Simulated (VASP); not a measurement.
W, 9 atoms in the cell. The cell holds a slab with vacuum, 9 atoms: a = 3.154 Å, b = 3.154 Å, c = 36.618 Å, α = 90.00°, β = 90.00°, γ = 90.00°. 

| Quantity | Value |
| --- | --- |
| Program | VASP 6.6.1 |
| Task | single point |
| Functional | PBEsol |
| Potentials or basis | VASP PAW PBE potentials, release 64 (W_sv) |
| Cutoff | 400 eV |
| k mesh | 10 × 10 × 1 |
| Occupations | methfessel-paxton, width 0.1 eV |
| Spin | no spin polarisation |
| Dipole correction | yes |
| Further INCAR settings | ALGO = Normal; EDIFF = 1e-06; NBANDS = 73; NELMDL = -8 |

Potentials or basis: VASP PAW PBE potentials, release 64 (W_sv).

The run is started by

```sh
$ cat potpaw_PBE.64/W_sv/POTCAR > POTCAR
$ mpirun -np 1 vasp_std > vasp.out
```

Hardware: 1 thread of Intel(R) Xeon(R) Platinum 8488C (Sapphire Rapids), with other jobs on the host.

Task: Estimate the wall time of this run.

Result: It took 24 min on 1 thread of Intel(R) Xeon(R) Platinum 8488C (Sapphire Rapids), with other jobs on the host, peak memory 0.48 GiB. Counts: scf iterations 45, k points 21.
